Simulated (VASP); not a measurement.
Runs of VASP 6.6.1 on Be. The structure is that of space group P6_3/mmc (No. 194), or close to it. The cells are those of the table. 

| task | cell | cutoff (eV) | gap on the mesh (eV) | pressure (GPa) |
| --- | --- | --- | --- | --- |
| relaxation of cell and atoms | relaxed to 140 GPa from a = 1.901, b = 1.901, c = 3.046 Å, angles 90.0, 90.0, 120.0°, 2 atoms | 600 | none | 140.0 |
| relaxation of cell and atoms | relaxed to 140 GPa from a = 1.888, b = 1.888, c = 3.058 Å, angles 90.0, 90.0, 120.0°, 2 atoms | 600 | none | 140.0 |
| single point | a = 1.900, b = 1.900, c = 3.044 Å, angles 90.0, 90.0, 120.0°, 2 atoms | 520 | none | (a) |
| single point | a = 1.901, b = 1.901, c = 3.046 Å, angles 90.0, 90.0, 120.0°, 2 atoms | 520 | none | 141.4 |

Alike in all rows: level PBEsol; potentials or basis VASP PAW PBE potentials, release 64 (Be); no spin polarisation; k mesh 23 × 23 × 13; smearing fermi-dirac 0.05 eV.

Q: Fill in the values left out.

A: (a) 142.1.

Caveats: the PAW data sets were made with another functional, which shifts forces and pressure a little; the cell is relaxed towards a set pressure, so the run minimises the enthalpy, not the energy (at least some runs); the cell stands under pressure (at least some runs).

A gap of «none» marks levels without a gap at the run's occupations.
